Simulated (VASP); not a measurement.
Si62Sb (a cell with a defect): single point with PBE+D3(BJ)

The system is Si62Sb (a cell with a defect).

```
CELL_PARAMETERS angstrom
10.86000 0.00000 0.00000
0.00000 10.86000 0.00000
0.00000 0.00000 10.86000
ATOMIC_POSITIONS crystal
Si 0.49819 0.00265 0.00147
Si 0.62588 0.12412 0.12611
Si 0.74934 0.25058 0.99977
Si 0.87262 0.37805 0.12388
Si 0.74900 0.99791 0.25215
Si 0.87631 0.12501 0.37158
Si 0.99773 0.00264 0.99473
Si 0.38413 0.38326 0.12745
Si 0.50247 0.50454 0.99805
Si 0.62962 0.62571 0.12599
Si 0.75149 0.75297 0.99954
Si 0.87716 0.87916 0.12536
Si 0.25529 0.99053 0.25958
Si 0.37530 0.12474 0.37575
Si 0.49848 0.24877 0.24770
Si 0.62090 0.37337 0.37692
Si 0.74761 0.49726 0.25356
Si 0.87450 0.62652 0.37332
Si 0.50068 0.00357 0.50122
Si 0.62935 0.12477 0.62525
Si 0.75129 0.25115 0.49796
Si 0.87588 0.37944 0.62045
Si 0.74765 0.99677 0.75309
Si 0.87269 0.12676 0.87208
Si 0.99621 0.50245 0.99772
Si 0.12328 0.62526 0.12291
Si 0.24970 0.75111 0.99943
Si 0.37530 0.87433 0.12570
Si 0.99724 0.25541 0.24835
Si 0.12358 0.37574 0.37507
Si 0.24720 0.49764 0.24661
Si 0.37449 0.62494 0.37122
Si 0.50053 0.74917 0.24719
Si 0.62248 0.87421 0.37625
Si 0.99892 0.00204 0.49957
Si 0.12339 0.12730 0.62488
Si 0.24972 0.25091 0.49902
Si 0.37294 0.37626 0.62550
Si 0.49673 0.50167 0.49984
Si 0.62446 0.62513 0.62508
Si 0.74925 0.75061 0.49975
Si 0.87453 0.87683 0.62408
Si 0.24720 0.00330 0.75224
Si 0.38335 0.12291 0.86730
Si 0.50197 0.25222 0.74650
Si 0.62542 0.37594 0.87446
Si 0.75027 0.50028 0.74981
Si 0.87521 0.63003 0.87097
Si 0.99927 0.75079 0.24830
Si 0.12250 0.87051 0.37993
Si 0.00119 0.50418 0.49921
Si 0.12856 0.62010 0.63057
Si 0.25025 0.74691 0.50366
Si 0.37498 0.87907 0.62546
Si 0.99678 0.25258 0.74801
Si 0.12036 0.36107 0.88970
Si 0.24711 0.48952 0.76069
Si 0.37298 0.62496 0.87381
Si 0.49716 0.75050 0.74872
Si 0.62090 0.87366 0.87724
Si 0.00100 0.75107 0.74663
Si 0.12373 0.87530 0.87461
Sb 0.15776 0.15261 0.09838
```

```json
{
 "Program": "VASP 6.6.1",
 "Task": "single point",
 "Functional": "PBE",
 "Dispersion": "D3(BJ)",
 "Potentials or basis": "VASP PAW PBE potentials, release 64 (Si, Sb)",
 "Cutoff": "520 eV",
 "k mesh": "1 × 1 × 1",
 "Occupations": "gaussian, width 0.02 eV",
 "Spin": "no spin polarisation"
}
```

```json
{
 "Largest force": "0.086 eV/Å",
 "Dispersion energy per atom": "-0.319 eV"
}
```

Forces in eV/Å, atoms in the order of the input:
```
Si   0.001 -0.012  0.017
Si   0.003 -0.003 -0.007
Si  -0.014 -0.001  0.001
Si   0.003  0.002 -0.010
Si   0.000  0.012 -0.002
Si   0.010  0.003 -0.015
Si  -0.008 -0.017 -0.029
Si   0.009  0.016 -0.002
Si   0.014  0.007  0.005
Si  -0.001 -0.006 -0.008
Si   0.017  0.000  0.012
Si  -0.002  0.009 -0.011
Si   0.000  0.003  0.011
Si  -0.002 -0.006 -0.009
Si   0.011 -0.002  0.021
Si  -0.011 -0.010 -0.003
Si  -0.005 -0.002  0.011
Si  -0.005  0.000 -0.003
Si   0.005 -0.009  0.009
Si   0.007 -0.004 -0.006
Si   0.017 -0.007  0.003
Si  -0.013 -0.005  0.002
Si  -0.009 -0.004  0.008
Si  -0.003 -0.002  0.002
Si   0.001 -0.006  0.014
Si   0.002  0.003 -0.012
Si  -0.007 -0.002  0.002
Si   0.007  0.011 -0.006
Si  -0.005  0.037  0.009
Si  -0.003  0.004 -0.008
Si  -0.009  0.028  0.016
Si  -0.015 -0.007 -0.004
Si   0.007 -0.006  0.010
Si  -0.004  0.004 -0.007
Si   0.011 -0.001 -0.003
Si  -0.001  0.007 -0.007
Si  -0.010 -0.006  0.007
Si  -0.008  0.004  0.012
Si   0.004 -0.004  0.008
Si  -0.008 -0.001 -0.005
Si   0.008 -0.005  0.007
Si  -0.004  0.005 -0.007
Si  -0.004  0.000 -0.010
Si   0.005 -0.009 -0.013
Si   0.021  0.007 -0.017
Si  -0.006  0.004 -0.005
Si   0.001  0.015 -0.008
Si  -0.008 -0.004  0.000
Si   0.008  0.004  0.006
Si  -0.006 -0.006  0.006
Si   0.010  0.003  0.004
Si   0.006 -0.012  0.003
Si   0.017 -0.016  0.019
Si  -0.010 -0.001 -0.004
Si  -0.001  0.002  0.008
Si  -0.010 -0.015  0.003
Si  -0.032 -0.026  0.038
Si  -0.011 -0.019  0.001
Si   0.000 -0.006  0.010
Si  -0.002 -0.007 -0.004
Si   0.012  0.000 -0.004
Si  -0.010  0.004 -0.003
Sb   0.036  0.055 -0.056
```

Levels at points of the mesh, in eV from the Fermi level:
```
           k point  band 123  band 124  band 125  band 126  band 127  band 128  band 129  band 130  band 131  band 132
(0.00, 0.00, 0.00)     -0.93     -0.91     -0.91     -0.24     -0.04      0.04      0.12      0.14      0.15      0.24
```

Run time: 7.8 min on 1 thread of Intel(R) Xeon(R) Platinum 8559C (Emerald Rapids), on a shared host, peak memory 1 GiB.

Caveat: the k points lie up to 0.58 Å⁻¹ apart; the cell carries a net charge on a neutralising background, which shifts energy and pressure; the cell is charged against a uniform background, so pressure and absolute levels hang on convention; spin-orbit coupling is left out, which moves the levels of the heavy elements.
